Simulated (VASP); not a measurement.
Runs of VASP 6.6.1 on BeS. It takes space group F-43m (No. 216, cubic). Conventional cell: a = 4.869 Å, b = 4.869 Å, c = 4.869 Å, α = 90.00°, β = 90.00°, γ = 90.00°. Be (site symmetry -43m) has 4 S at 2.11 Å within 2.8 Å. S (site symmetry -43m) has 4 Be at 2.11 Å within 2.8 Å. 

```csv
level,smearing,share of exact exchange,screening parameter,gap on the mesh (eV),pressure (GPa)
PBE-based screened hybrid with 10 % exact exchange,gaussian 0.01 eV,0.1,0.3 1/Å,3.42,(a)
PBE-based screened hybrid with 20 % exact exchange,gaussian 0.01 eV,0.2,0.5 1/Å,(c),0.1
HSE06,methfessel-paxton 0.05 eV,0.25,0.2079 1/Å,4.08,-0.6
PBE-based screened hybrid with 100 % exact exchange,gaussian 0.01 eV,1,0.1 1/Å,8.62,(b)
```

Alike in all rows: task single point; potentials or basis VASP PAW PBE potentials, release 64 (Be, S); no spin polarisation; cell as given; k mesh 4 × 4 × 4; cutoff (eV) 520.

Question: Fill in the values left out.

Answer: (a) 0.4; (b) -5.7; (c) 3.49.

Caveats: all runs use coarse meshes; the PAW data sets were made with another functional, which shifts forces and pressure a little.

A k mesh can miss the band edges.
